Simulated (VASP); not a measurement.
A run of VASP 6.6.1 is set up as follows.

Contents of INCAR:

```
PREC = Accurate
ENCUT = 600
EDIFF = 1E-6
ISMEAR = 0
SIGMA = 0.01
LREAL = F
LASPH = T
NELM = 80
ALGO = Normal
ISIF = 3
LWAVE = F
LCHARG = F
IBRION = 2
NSW = 100
EDIFFG = -0.005
```

Contents of KPOINTS:

```
regular mesh
0
Gamma
  8 8 8
```

File POSCAR:

```
Si7Ge
1.0
    5.4653950700      0.0000000000      0.0000000000
    0.0000000000      5.4653950700      0.0000000000
    0.0000000000      0.0000000000      5.4653950700
Si Ge
7 1
Direct
    0.2526152100      0.2526152100      0.2526152100
    0.0000000000      0.5000000000      0.5000000000
    0.5000000000      0.5000000000      0.0000000000
    0.5000000000      0.0000000000      0.5000000000
    0.7473847900      0.2526152100      0.7473847900
    0.7473847900      0.7473847900      0.2526152100
    0.2526152100      0.7473847900      0.7473847900
    0.0000000000      0.0000000000      0.0000000000
```

Potentials or basis: VASP PAW LDA potentials, release 64 (Si, Ge_d).

The run is started by

```console
$ cat potpaw_LDA.64/Si/POTCAR potpaw_LDA.64/Ge_d/POTCAR > POTCAR
$ mpirun -np 1 vasp_std > vasp.out
```

(1) Estimate the relaxed volume.

(2) Predict the space group after relaxing (to 0.05 Å).

Results:

(1) 19.98 Å³/atom.

(2) P-43m (No. 215).
